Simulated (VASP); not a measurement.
# H3C2Cl3 (P2_1/c) in VASP: single point with PBE+D3(BJ)

Aim: the single point of H3C2Cl3 with PBE+D3(BJ).

Program: VASP 6.6.1. These are calculated values, not measurements. Logs are shortened: lines on timing, memory, paths and dates and some standing lists are left out, and cuts for length are marked.

## Step 1: The cell of the first run

The structure is monoclinic, space group P2_1/c (No. 14). The conventional cell has a = 5.122 Å, b = 8.581 Å, c = 11.538 Å, α = 90.00°, β = 92.36°, γ = 90.00°. H (site symmetry 1) has 1 C at 1.09 Å within 1.5 Å. H (site symmetry 1) has 1 C at 1.09 Å within 1.5 Å. H (site symmetry 1) has 1 C at 1.10 Å within 1.5 Å. Within 1.6 Å of C (site symmetry 1) lie 1 H at 1.09 Å and 1 C at 1.51 Å. Within 1.6 Å of C (site symmetry 1) lie 2 H at 1.09 to 1.10 Å and 1 C at 1.51 Å. Cl (site symmetry 1) has 1 C at 1.80 Å and 1 H at 2.36 Å within 2.4 Å. Cl (site symmetry 1) has 1 C at 1.78 Å and 1 H at 2.35 Å within 2.4 Å. Within 2.4 Å of Cl (site symmetry 1) lie 1 C at 1.79 Å and 2 H at 2.36 to 2.37 Å.

## Step 2: Single point, PBE+D3(BJ)

INCAR

```
SYSTEM = H3C2Cl3
  PREC = Accurate
  ENCUT = 520
  EDIFF = 1E-6
  ISMEAR = 0
  SIGMA = 0.02
  LREAL = Auto
  LASPH = .True.
  NELM = 100
  ALGO = Normal
  ISIF = 2
  LWAVE = .False.
  LCHARG = .False.
  GGA = PE
  IVDW = 12
  NBANDS = 86
```

KPOINTS

```
Automatic mesh
0
Gamma
  4 4 2
  0 0 0
```

POSCAR

```
H3C2Cl3
1.0
    5.1218344823      0.0000000000      0.0083656400
    0.0000000000      8.5813494416      0.0000000000
   -0.4941859494      0.0000000000     11.5277900903
H C Cl
12 8 12
Direct
    0.9417252297      0.3031058325      0.1499001499
    0.0582747703      0.8031058325      0.3500998501
    0.0582747703      0.6968941675      0.8500998501
    0.9417252297      0.1968941675      0.6499001499
    0.5561555677      0.1786505724      0.3274324728
    0.4438444323      0.6786505724      0.1725675272
    0.4438444323      0.8213494276      0.6725675272
    0.5561555677      0.3213494276      0.8274324728
    0.7239394519      0.3622271445      0.3361058401
    0.2760605481      0.8622271445      0.1638941599
    0.2760605481      0.6377728555      0.6638941599
    0.7239394519      0.1377728555      0.8361058401
    0.7651051470      0.2421765041      0.1748528525
    0.2348948530      0.7421765041      0.3251471475
    0.2348948530      0.7578234959      0.8251471475
    0.7651051470      0.2578234959      0.6748528525
    0.7321063324      0.2419952242      0.3046049255
    0.2678936676      0.7419952242      0.1953950745
    0.2678936676      0.7580047758      0.6953950745
    0.7321063324      0.2580047758      0.8046049255
    0.4927673129      0.3463514310      0.1097127091
    0.5072326871      0.8463514310      0.3902872909
    0.5072326871      0.6536485690      0.8902872909
    0.4927673129      0.1536485690      0.6097127091
    0.7796226248      0.0502692565      0.1159499065
    0.2203773752      0.5502692565      0.3840500935
    0.2203773752      0.9497307435      0.8840500935
    0.7796226248      0.4497307435      0.6159499065
    0.0060440118      0.1506858720      0.3789296711
    0.9939559882      0.6506858720      0.1210703289
    0.9939559882      0.8493141280      0.6210703289
    0.0060440118      0.3493141280      0.8789296711
```

Potentials or basis: VASP PAW PBE potentials, release 64 (H, C, Cl).

Launch:

```
> cat potpaw_PBE.64/H/POTCAR potpaw_PBE.64/C/POTCAR potpaw_PBE.64/Cl/POTCAR > POTCAR
> mpirun -np 1 vasp_std > vasp.out
```

OUTCAR:

```text
SYSTEM = H3C2Cl3
   PREC = Accurate
   ENCUT = 520
   EDIFF = 1E-6
   ISMEAR = 0
   LREAL = Auto
   LASPH = .True.
   NELM = 100
   ISIF = 2
   GGA = PE
   IVDW = 12
 IVDW          = 12

 ion  position               nearest neighbor table
   1  0.942  0.303  0.150-  13 1.09
   2  0.058  0.803  0.350-  14 1.09
   3  0.058  0.697  0.850-  15 1.09
   4  0.942  0.197  0.650-  16 1.09
   5  0.556  0.179  0.327-  17 1.09
   6  0.444  0.679  0.173-  18 1.09
   7  0.444  0.821  0.673-  19 1.09
   8  0.556  0.321  0.827-  20 1.09
   9  0.724  0.362  0.336-  17 1.10
  10  0.276  0.862  0.164-  18 1.10
  11  0.276  0.638  0.664-  19 1.10
  12  0.724  0.138  0.836-  20 1.10
  13  0.765  0.242  0.175-   1 1.09  17 1.51  25 1.78  21 1.80
  14  0.235  0.742  0.325-   2 1.09  18 1.51  26 1.78  22 1.80
  15  0.235  0.758  0.825-   3 1.09  19 1.51  27 1.78  23 1.80
  16  0.765  0.258  0.675-   4 1.09  20 1.51  28 1.78  24 1.80
  17  0.732  0.242  0.305-   5 1.09   9 1.10  13 1.51  29 1.79
  18  0.268  0.742  0.195-   6 1.09  10 1.10  14 1.51  30 1.79
  19  0.268  0.758  0.695-   7 1.09  11 1.10  15 1.51  31 1.79
  20  0.732  0.258  0.805-   8 1.09  12 1.10  16 1.51  32 1.79
  21  0.493  0.346  0.110-  13 1.80
  22  0.507  0.846  0.390-  14 1.80
  23  0.507  0.654  0.890-  15 1.80
  24  0.493  0.154  0.610-  16 1.80
  25  0.780  0.050  0.116-  13 1.78
  26  0.220  0.550  0.384-  14 1.78
  27  0.220  0.950  0.884-  15 1.78
  28  0.780  0.450  0.616-  16 1.78
  29  0.006  0.151  0.379-  17 1.79
  30  0.994  0.651  0.121-  18 1.79
  31  0.994  0.849  0.621-  19 1.79
  32  0.006  0.349  0.879-  20 1.79

  LATTYP: Found a simple monoclinic cell.
 ALAT       =     5.1218413142
 B/A-ratio  =     1.6754422707
 C/A-ratio  =     2.2527792590
 COS(beta)  =    -0.0411978744

  Lattice vectors:

 A1 = (   5.1218344823,   0.0000000000,   0.0083656400)
 A2 = (   0.0000000000,   8.5813494416,   0.0000000000)
 A3 = (  -0.4941859494,   0.0000000000,  11.5277900903)

Analysis of symmetry for initial positions (statically):
=====================================================================
 Subroutine PRICEL returns:
 Original cell was already a primitive cell.

 Routine SETGRP: Setting up the symmetry group for a
 simple monoclinic supercell.

 Subroutine GETGRP returns: Found  4 space group operations
 (whereof  2 operations were pure point group operations)
 out of a pool of  4 trial point group operations.

The static configuration has the point symmetry S_2 .
 The point group associated with its full space group is C_2h.

Analysis of symmetry for dynamics (positions and initial velocities):
=====================================================================
 Subroutine PRICEL returns:
 Original cell was already a primitive cell.

 Routine SETGRP: Setting up the symmetry group for a
 simple monoclinic supercell.

 Subroutine GETGRP returns: Found  4 space group operations
 (whereof  2 operations were pure point group operations)
 out of a pool of  4 trial point group operations.

The dynamic configuration has the point symmetry S_2 .
 The point group associated with its full space group is C_2h.

 Subroutine INISYM returns: Found  4 space group operations
 (whereof  2 operations are pure point group operations),
 and found     1 'primitive' translations

----------------------------------------------------------------------------------------

                                     Primitive cell

  volume of cell :     506.7078

  direct lattice vectors                    reciprocal lattice vectors
     5.121834482  0.000000000  0.008365640     0.195228875  0.000000000  0.008369286
     0.000000000  8.581349442  0.000000000     0.000000000  0.116531789  0.000000000
    -0.494185949  0.000000000 11.527790090    -0.000141676  0.000000000  0.086740822

  length of vectors
     5.121841314  8.581349442 11.538377881     0.195408185  0.116531789  0.086740937

  position of ions in fractional coordinates (direct lattice)
     0.941725230  0.303105833  0.149900150
     0.058274770  0.803105833  0.350099850
     0.058274770  0.696894167  0.850099850
     0.941725230  0.196894167  0.649900150
     0.556155568  0.178650572  0.327432473
     0.443844432  0.678650572  0.172567527
[... 24 lines left out ...]
     0.993955988  0.849314128  0.621070329
     0.006044012  0.349314128  0.878929671

  ion indices of the primitive-cell ions
   primitive index   ion index
                 1           1
                 2           2
                 3           3
                 4           4
                 5           5
                 6           6
[... 24 lines left out ...]
                31          31
                32          32

----------------------------------------------------------------------------------------

 KPOINTS: Automatic mesh

Automatic generation of k-mesh.
 Grid dimensions read from file:
 generate k-points for:    4    4    2

 Generating k-lattice:

  Cartesian coordinates                     Fractional coordinates (reciprocal lattice)
     0.048807219  0.000000000  0.002092321     0.250000000  0.000000000  0.000000000
     0.000000000  0.029132947  0.000000000     0.000000000  0.250000000  0.000000000
    -0.000070838  0.000000000  0.043370411     0.000000000  0.000000000  0.500000000

  Length of vectors
     0.048852046  0.029132947  0.043370469

  Shift w.r.t. Gamma in fractional coordinates (k-lattice)
     0.000000000  0.000000000  0.000000000

 Subroutine IBZKPT returns following result:
 ===========================================

 Found     18 irreducible k-points:

 Following reciprocal coordinates:
            Coordinates               Weight
  0.000000  0.000000  0.000000      1.000000
  0.250000  0.000000  0.000000      2.000000
  0.500000  0.000000  0.000000      1.000000
  0.000000  0.250000  0.000000      2.000000
  0.250000  0.250000  0.000000      4.000000
  0.500000  0.250000  0.000000      2.000000
[... 10 lines left out ...]
  0.250000  0.500000  0.500000      2.000000
  0.500000  0.500000  0.500000      1.000000
   k-points           NKPTS =     18   k-points in BZ     NKDIM =     18   number of bands    NBANDS=     86
   number of dos      NEDOS =    301   number of ions     NIONS =     32
   total plane-waves  NPLWV = 230400
   dimension x,y,z NGX =    40 NGY =   64 NGZ =   90
   dimension x,y,z NGXF=    80 NGYF=  128 NGZF=  180
   ions per type =              12   8  12
   NGX,Y,Z   is equivalent  to a cutoff of  12.98, 12.40, 12.97 a.u.
   NGXF,Y,Z  is equivalent  to a cutoff of  25.97, 24.80, 25.93 a.u.
 SYSTEM =  H3C2Cl3
   PREC   = accura    normal or accurate (medium, high low for compatibility)
   ISTART =      0    job   : 0-new  1-cont  2-samecut
   ICHARG =      2    charge: 1-file 2-atom 10-const
   ISPIN  =      1    spin polarized calculation?
   LNONCOLLINEAR =      F non collinear calculations
   LSORBIT =      F    spin-orbit coupling
   LASPH  =      T    aspherical Exc in radial PAW
   ENCUT  =  520.0 eV  38.22 Ry    6.18 a.u.   9.52 15.96 21.45*2*pi/ulx,y,z
   NELM   =    100;   NELMIN=  2; NELMDL= -5     # of ELM steps
   EDIFF  = 0.1E-05   stopping-criterion for ELM
   LREAL  =      T    real-space projection
   EDIFFG = 0.1E-04   stopping-criterion for IOM
   NSW    =      0    number of steps for IOM
   IBRION =     -1    ionic relax: 0-MD 1-quasi-New 2-CG
   NFREE  =      0    steps in history (QN), initial steepest desc. (CG)
   ISIF   =      2    stress and relaxation
   ISYM   =      2    0-nonsym 1-usesym 2-fastsym
   POTIM  = 0.5000    time-step for ionic-motion
   TEBEG  =    0.0;   TEEND  =   0.0 temperature during run
   PSTRESS=    0.0 pullay stress
   NELECT =     128.0000    total number of electrons
   NUPDOWN=      -1.0000    fix difference up-down
   EMIN   =  10.00;   EMAX   =-10.00  energy-range for DOS
   EFERMI =   0.00;   METHOD = LEGACY
   ISMEAR =     0;   SIGMA  =   0.02  broadening in eV -4-tet -1-fermi 0-gaus
   EFERMI_NEDOS =   21; number of points for ismear=-14 and -15
   IALGO  =     38    algorithm
   IMIX   =      4    mixing-type and parameters
     AMIX     =   0.40;   BMIX     =  1.00
     AMIX_MAG =   1.60;   BMIX_MAG =  1.00
  volume/ion in A,a.u.               =      15.83       106.86
  Fermi-wavevector in a.u.,A,eV,Ry     =   1.034885  1.955650 14.571675  1.070988
  Thomas-Fermi vector in A             =   2.169202
   LORBIT       =      0    0 simple, 1 ext, 2 COOP (PROOUT), +10 PAW based schemes
   GGA     = PE    functional components
   LHFCALC =     F    Hartree Fock is set to
   AEXX    =    0.0000 exact exchange contribution
   IVDW    =    12    specifies the selected vdW correction
   LEPSILON=     F    determine dielectric tensor
   LRPA    =     F    only Hartree local field effects (RPA)
 non-spin polarized calculation
 Gauss-broadening in eV      SIGMA  =   0.02
  energy-cutoff  :      520.00
  volume of cell :      506.71
 maximum number of plane-waves:     13691
 NGX is ok and might be reduce to    40
   NGX = 19   NGY = 31   NGZ = 43

 number of electron     127.9999998 magnetization

 Free energy of the ion-electron system (eV)
  ---------------------------------------------------
  ext. energy  EPLUGINS =         0.00000000
  ---------------------------------------------------
  free energy    TOTEN  =      -143.92744571 eV

  energy without entropy =     -143.92744571  energy(sigma->0) =     -143.92744571

 E-fermi :  -0.9022     XC(G=0):  -7.8243

 val. band max:       -1.0161804734   @ k =   0.5000   0.0000   0.0000
 cond. band min:       3.9912749789   @ k =   0.0000   0.0000   0.0000
 fundamental gap:      5.0074554523
 Fermi energy:        -0.9021658250

 k-point     1 :       0.0000    0.0000    0.0000
  band No.  band energies     occupation
      1     -17.2484      2.00000
      2     -17.1701      2.00000
      3     -17.1203      2.00000
      4     -17.0955      2.00000
      5     -15.7460      2.00000
      6     -15.6091      2.00000
[... 68 lines left out ...]
     75       6.1165      0.00000
     76       6.1554      0.00000

 k-point     2 :       0.2500    0.0000    0.0000
  band No.  band energies     occupation
      1     -17.2101      2.00000
      2     -17.1489      2.00000
      3     -17.1180      2.00000
      4     -17.0953      2.00000
      5     -15.7027      2.00000
      6     -15.6054      2.00000
[... 68 lines left out ...]
     75       5.9827      0.00000
     76       6.1788      0.00000

 k-point     3 :       0.5000    0.0000    0.0000
  band No.  band energies     occupation
      1     -17.1436      2.00000
      2     -17.1428      2.00000
      3     -17.1159      2.00000
      4     -17.1068      2.00000
      5     -15.6375      2.00000
      6     -15.6108      2.00000
[... 1174 lines left out ...]
     75       5.9535      0.00000
     76       5.9535      0.00000

 k-point    18 :       0.5000    0.5000    0.5000
  band No.  band energies     occupation
      1     -17.1313      2.00000
      2     -17.1313      2.00000
      3     -17.1230      2.00000
      4     -17.1230      2.00000
      5     -15.6140      2.00000
      6     -15.6140      2.00000
[... 68 lines left out ...]
     75       5.9587      0.00000
     76       5.9587      0.00000
 [bands above 76 left out]

------------------------ aborting loop because EDIFF is reached ----------------------------------------

 Edisp (eV)   -3.02243

 E8    (eV) :    -0.9047

  FORCE on cell =-STRESS in cart. coord.  units (eV):
  Direction    XX          YY          ZZ          XY          YZ          ZX
  --------------------------------------------------------------------------------------
  -------------------------------------------------------------------------------------
  Total      -0.99505    -1.14794    -0.50345     0.00000     0.00000    -0.48113
  in kB      -3.14630    -3.62972    -1.59187     0.00000     0.00000    -1.52132
  external pressure =       -2.79 kB  Pullay stress =        0.00 kB

 VOLUME and BASIS-vectors are now :
 -----------------------------------------------------------------------------
  energy-cutoff  :      520.00
  volume of cell :      506.71
      direct lattice vectors                 reciprocal lattice vectors
     5.121834482  0.000000000  0.008365640     0.195228875  0.000000000  0.008369286
     0.000000000  8.581349442  0.000000000     0.000000000  0.116531789  0.000000000
    -0.494185949  0.000000000 11.527790090    -0.000141676  0.000000000  0.086740822

 POSITION                                       TOTAL-FORCE (eV/Angst)
 -----------------------------------------------------------------------------------
      4.74928      2.60106      1.73590         0.015639      0.008736     -0.004301
      0.12546      6.89173      4.03637        -0.015639      0.008736      0.004301
     -0.12163      5.98029      9.80026        -0.015639     -0.008736      0.004301
      4.50219      1.68962      7.49979         0.015639     -0.008736     -0.004301
      2.68672      1.53306      3.77923        -0.017453     -0.009408      0.004665
      2.18802      5.82374      1.99304         0.017453     -0.009408     -0.004665
[... 24 lines left out ...]
      4.78395      7.28826      7.16788         0.067890     -0.040356      0.045219
     -0.40340      2.99759     10.13217        -0.067890     -0.040356     -0.045219
 -----------------------------------------------------------------------------------
    total drift:                                0.000000      0.000000     -0.000000

  FREE ENERGIE OF THE ION-ELECTRON SYSTEM (eV)
  ---------------------------------------------------
  free  energy   TOTEN  =      -146.9498731353 eV

  energy  without entropy=     -146.9498731353  energy(sigma->0) =     -146.94987314
```

Wall time 15 min (1 thread of Intel Xeon Platinum 8488C (Sapphire Rapids), shared host); peak memory 0.78 GiB.

What came out:

* Free energy: -146.9499 eV
* Pressure: -0.3 GPa
* Largest force: 0.136 eV/Å
* Band gap on the k mesh: 5.01 eV (least direct gap 5.06 eV)
* Dispersion energy per atom: -0.094 eV

Forces on the atoms (eV/Å):
```
H    0.016  0.009 -0.004
H   -0.016  0.009  0.004
H   -0.016 -0.009  0.004
H    0.016 -0.009 -0.004
H   -0.017 -0.009  0.005
H    0.017 -0.009 -0.005
H    0.017  0.009 -0.005
H   -0.017  0.009  0.005
H   -0.002  0.019  0.007
H    0.002  0.019 -0.007
H    0.002 -0.019 -0.007
H   -0.002 -0.019  0.007
C   -0.066 -0.049 -0.108
C    0.066 -0.049  0.108
C    0.066  0.049  0.108
C   -0.066  0.049 -0.108
C    0.090 -0.049  0.061
C   -0.090 -0.049 -0.061
C   -0.090  0.049 -0.061
C    0.090  0.049  0.061
Cl   0.068 -0.048  0.038
Cl  -0.068 -0.048 -0.038
Cl  -0.068  0.048 -0.038
Cl   0.068  0.048  0.038
Cl  -0.007  0.088  0.037
Cl   0.007  0.088 -0.037
Cl   0.007 -0.088 -0.037
Cl  -0.007 -0.088  0.037
Cl  -0.068  0.040 -0.045
Cl   0.068  0.040  0.045
Cl   0.068 -0.040  0.045
Cl  -0.068 -0.040 -0.045
```

Levels at points of the mesh, in eV from the valence-band top:
| k point | band 60 | band 61 | band 62 | band 63 | band 64 | band 65 | band 66 | band 67 | band 68 | band 69 |
| --- | --- | --- | --- | --- | --- | --- | --- | --- | --- | --- |
| (0.00, 0.00, 0.00) | -0.36 | -0.36 | -0.32 | -0.11 | -0.06 | 5.01 | 5.24 | 5.35 | 5.78 | 5.81 |
| (0.50, 0.00, 0.00) | -0.26 | -0.20 | -0.18 | -0.15 | 0.00 | 5.20 | 5.21 | 5.62 | 5.69 | 5.76 |
| (0.00, 0.50, 0.00) | -0.41 | -0.30 | -0.30 | -0.20 | -0.20 | 5.16 | 5.16 | 5.58 | 5.58 | 5.95 |
| (0.50, 0.50, 0.00) | -0.29 | -0.18 | -0.18 | -0.02 | -0.02 | 5.13 | 5.13 | 5.46 | 5.46 | 5.70 |
| (0.00, 0.00, 0.50) | -0.46 | -0.38 | -0.38 | -0.07 | -0.07 | 5.32 | 5.32 | 5.45 | 5.45 | 5.79 |
| (0.50, 0.00, 0.50) | -0.27 | -0.17 | -0.17 | -0.05 | -0.05 | 5.36 | 5.36 | 5.55 | 5.55 | 5.83 |
| (0.00, 0.50, 0.50) | -0.47 | -0.30 | -0.30 | -0.18 | -0.18 | 5.43 | 5.43 | 5.52 | 5.52 | 5.69 |
| (0.50, 0.50, 0.50) | -0.29 | -0.12 | -0.12 | -0.07 | -0.07 | 5.32 | 5.32 | 5.34 | 5.34 | 5.77 |
